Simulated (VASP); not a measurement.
Write the native input for VASP 6.6.1 that does the following.

* Task: single point
* Functional: PBE
* Potentials or basis: VASP PAW PBE potentials, release 64 (In_d, Bi_d, O)
* Cutoff: 520 eV
* k mesh: 12 × 12 × 8
* Occupations: gaussian, width 0.1 eV
* Spin: no spin polarisation
* Dipole correction: no
* Further INCAR settings: ALGO = Normal; EDIFF = 1e-06; NBANDS = 24

The structure of InBiO lies in POSCAR:

```
InBiO
1.0
    3.6174658579      0.0000000000      0.0000000000
   -1.8087329290      3.1328173303      0.0000000000
    0.0000000000      0.0000000000      6.1038564817
In Bi O
1 1 1
Direct
    0.0000000000      0.0000000000      0.5000000000
    0.3333333333      0.6666666667      0.0000000000
    0.6666666667      0.3333333333      0.5000000000
```

One way to write it, as run:

INCAR

```
SYSTEM = InBiO
PREC = Accurate
ENCUT = 520
EDIFF = 1E-6
ISMEAR = 0
SIGMA = 0.1
LREAL = .False.
LASPH = .True.
NELM = 100
ALGO = Normal
ISIF = 2
LWAVE = .False.
LCHARG = .False.
GGA = PE
NBANDS = 24
```

KPOINTS

```
regular mesh
0
Gamma
  12 12 8
  0 0 0
```

Potentials or basis: VASP PAW PBE potentials, release 64 (In_d, Bi_d, O).

Run with:

```bash
$ cat potpaw_PBE.64/In_d/POTCAR potpaw_PBE.64/Bi_d/POTCAR potpaw_PBE.64/O/POTCAR > POTCAR
$ mpirun -np 1 vasp_std > vasp.out
```

Results of the run:

The pressure is 0.1 GPa. The band gap on the k mesh is zero (band 17 reaches 8.09 eV, above the bottom of band 18 at 6.07 eV).

Caveat: spin-orbit coupling is left out, which moves the levels of the heavy elements.

It took 57 s on 1 thread of Intel(R) Xeon(R) 6975P-C (Granite Rapids) (shared host), peak memory 0.29 GiB.
